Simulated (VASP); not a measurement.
Write the native input for VASP 6.6.1 that does the following.

```yaml
Task: single point
Functional: revPBE
Potentials_or_basis: VASP PAW PBE potentials, release 64 (Fe)
Cutoff: 520 eV
k_mesh: 8 × 8 × 8
Occupations: fermi-dirac, width 0.1 eV
Spin: no spin polarisation
Dipole_correction: no
Further_INCAR_settings: ALGO = Normal; EDIFF = 1e-06; NBANDS = 42
```

The structure of Fe lies in POSCAR:

```
Fe
1.0
    4.4016007771      0.0000000000      0.0000000000
    0.0000000000      4.4016007771      0.0000000000
    0.0000000000      0.0000000000      4.4016007771
Fe
8
Direct
    0.0000000000      1.0000000000      0.0000000000
    0.5000000000      0.5000000000      0.5000000000
    0.2500000000      0.0000000000      0.5000000000
    0.7500000000      0.0000000000      0.5000000000
    0.5000000000      0.2500000000      0.0000000000
    0.5000000000      0.7500000000      0.0000000000
    1.0000000000      0.5000000000      0.2500000000
    1.0000000000      0.5000000000      0.7500000000
```

The input as run:

INCAR

```
SYSTEM = Fe
  PREC = Accurate
  ENCUT = 520
  EDIFF = 1E-6
  ISMEAR = -1
  SIGMA = 0.1
  LREAL = .FALSE.
  LASPH = .TRUE.
  NELM = 60
  ALGO = Normal
  ISIF = 2
  LWAVE = .FALSE.
  LCHARG = .FALSE.
  GGA = RE
  NBANDS = 42
```

KPOINTS

```
regular mesh
0
G
  8 8 8
  0 0 0
```

Potentials or basis: VASP PAW PBE potentials, release 64 (Fe).

The run is started by

```bash
$ cat potpaw_PBE.64/Fe/POTCAR > POTCAR
$ mpirun -np 1 vasp_std > vasp.out
```

Results of the run:

```yaml
Pressure: -0.6 GPa
Band_gap_on_the_k_mesh: zero (bands 32 and 33 overlap by 0.54 eV)
```

Caveat: the PAW data sets were made with another functional, which shifts forces and pressure a little; the run has no spin polarisation, though such a crystal can be magnetic.

It took 4.2 min on 1 thread of AMD EPYC 7R43 64-Core Processor (Zen 3), with other jobs on the host, peak memory 0.2 GiB.
